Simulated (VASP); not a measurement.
A run of VASP 6.6.1:

The input INCAR:

```
ALGO = Normal
EDIFF = 1E-6
ENCUT = 500
GGA = PE
GGA_COMPAT = False
ISIF = 2
ISMEAR = 0
LASPH = True
LCHARG = True
LELF = True
LREAL = False
LVHAR = True
LWAVE = False
NBANDS = 46
NELM = 120
PREC = Accurate
SIGMA = 0.1
```

File KPOINTS:

```
k-points
0
Gamma
  4 4 4
```

The input POSCAR:

```
Al2GaP3
1.0
   -3.8950320000      3.8950320000      0.0000000000
    3.8950320000      3.8950320000      0.0000000000
    1.9475160000     -1.9475160000     -8.2571738000
Al Ga P
4 2 6
Direct
    0.3333230000      1.0000000000      0.6666460000
    0.8333230000      0.5000000000      0.6666460000
    0.6666770000      0.0000000000      0.3333540000
    0.1666770000      0.5000000000      0.3333540000
    0.0000000000      0.0000000000      0.0000000000
    0.5000000000      0.5000000000      0.0000000000
    0.3337050000      0.2500000000      0.1674100000
    0.8337050000      0.7500000000      0.1674100000
    0.6662950000      0.2500000000      0.8325900000
    0.1662950000      0.7500000000      0.8325900000
    1.0000000000      0.2500000000      0.5000000000
    0.5000000000      0.7500000000      0.5000000000
```

Potentials or basis: VASP PAW PBE potentials, release 64 (Al, Ga_d, P).

The run is started by

```sh
$ cat potpaw_PBE.64/Al/POTCAR potpaw_PBE.64/Ga_d/POTCAR potpaw_PBE.64/P/POTCAR > POTCAR
$ mpirun -np 1 vasp_std > vasp.out
```

Hardware: 1 thread of Intel Xeon 8259CL, with other jobs on the host.

Q: Estimate the wall time of this run.

A: Wall time 5.8 min on 1 thread of Intel Xeon 8259CL, with other jobs on the host, peak memory 0.42 GiB. Counts: scf iterations 14, k points 21.
